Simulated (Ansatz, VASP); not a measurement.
One calculation of TePb, two programs

The input INCAR:

```
SYSTEM = TePb
PREC     = Accurate       ! precision mode
ENCUT    = 520            ! plane-wave cutoff, eV
EDIFF    = 1E-6           ! SCF threshold, eV
ISMEAR   = 0              ! smearing method
SIGMA    = 0.013000000000000001 ! smearing width, eV
LREAL    = .False.        ! projectors in reciprocal space
LASPH    = .True.         ! aspherical terms in the spheres
NELM     = 60             ! most SCF steps
ALGO     = Normal         ! electronic algorithm
ISIF     = 2              ! what is computed and relaxed
LWAVE    = .False.        ! write WAVECAR
LCHARG   = .False.        ! write CHGCAR
GGA      = PE             ! functional
NBANDS   = 17             ! bands
```

KPOINTS

```
regular mesh
0
Gamma
  7 7 7
  0 0 0
```

POSCAR

```
TePb
1.0
    0.0000000000      3.2310000000      3.2310000000
    3.2310000000      0.0000000000      3.2310000000
    3.2310000000      3.2310000000      0.0000000000
Pb Te
1 1
Direct
    0.0000000000      0.0000000000      0.0000000000
    0.5000000000      0.5000000000      0.5000000000
```

Contents of input.yaml:

```yaml
crystal:
  lattice:
    - [0.0, 3.231, 3.231]
    - [3.231, 0.0, 3.231]
    - [3.231, 3.231, 0.0]
  atoms:
    - { symbol: Pb, position: [0.0, 0.0, 0.0] }
    - { symbol: Te, position: [0.5, 0.5, 0.5] }
kpoints:
  mp_grid: { grid: [7, 7, 7] }
scf:
  occupations: { method: gaussian, width: 0.013 }
hamiltonian:
  xc: pbe
  pseudopotentials: { kind: all_electron, lapw: { basis_error: 0.001 } }
output:
  forces: true
  stress: true
  eigenvalues: true
```

Alike in both runs: task single point; functional PBE; k mesh 7 × 7 × 7; occupations gaussian, width 0.013 eV; no spin polarisation.

|  | VASP | Ansatz |
| --- | --- | --- |
| version | VASP 6.6.1 | Ansatz 0.2.0 |
| potentials or method | VASP PAW PBE potentials, release 64 (Pb_d, Te), cutoff 520 eV | all-electron LAPW, scalar-relativistic |

```tsv
	VASP	Ansatz	Ansatz less VASP
pressure (GPa)	2.1	2.1	+0.07
```

Ansatz ran all-electron here, and VASP with PAW potentials.

Neither program's run includes spin-orbit coupling.
